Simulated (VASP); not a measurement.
Wanted: the native input for a VASP 6.6.1 run.

```yaml
Task: single point
Functional: PBEsol
Potentials_or_basis: VASP PAW PBE potentials, release 64 (Pb_d, S)
Cutoff: 520 eV
k_mesh: 8 × 8 × 8
Occupations: fermi-dirac, width 0.05 eV
Spin: no spin polarisation
Dipole_correction: no
Further_INCAR_settings: ALGO = Normal; EDIFF = 1e-07; NBANDS = 17
```

The structure of PbS lies in POSCAR:

```
PbS
1.0
    2.0695340594      1.1948460463      3.3814492087
   -2.0695340594      1.1948460463      3.3814492087
    0.0000000000     -2.3896920926      3.3814492087
Pb S
1 1
Direct
    0.9805657800      0.9805657800      0.9805657800
    0.4750355500      0.4750355500      0.4750355500
```

These files were run (other wordings do the same):

INCAR

```
PREC = Accurate ; ENCUT = 520
EDIFF = 1E-7 ; ISMEAR = -1
SIGMA = 0.05 ; LREAL = False
LASPH = True ; NELM = 100
ALGO = Normal ; ISIF = 2
LWAVE = False ; LCHARG = True
GGA = PS ; LELF = True
LVHAR = True ; NBANDS = 17
```

KPOINTS

```
regular mesh
0
Gamma
  8 8 8
```

Potentials or basis: VASP PAW PBE potentials, release 64 (Pb_d, S).

The run is started by

```bash
$ cat potpaw_PBE.64/Pb_d/POTCAR potpaw_PBE.64/S/POTCAR > POTCAR
$ mpirun -np 1 vasp_std > vasp.out
```

It gave:

```
Pressure               : 1.5 GPa
Largest force          : 0.041 eV/Å
Band gap on the k mesh : 0.14 eV, direct
```

Caveat: the PAW data sets were made with another functional, which shifts forces and pressure a little; spin-orbit coupling is left out, which moves the levels of the heavy elements.

Wall time 60 s on 1 thread of AMD EPYC 7R13 Processor (Zen 3) (shared host), peak memory 0.17 GiB.
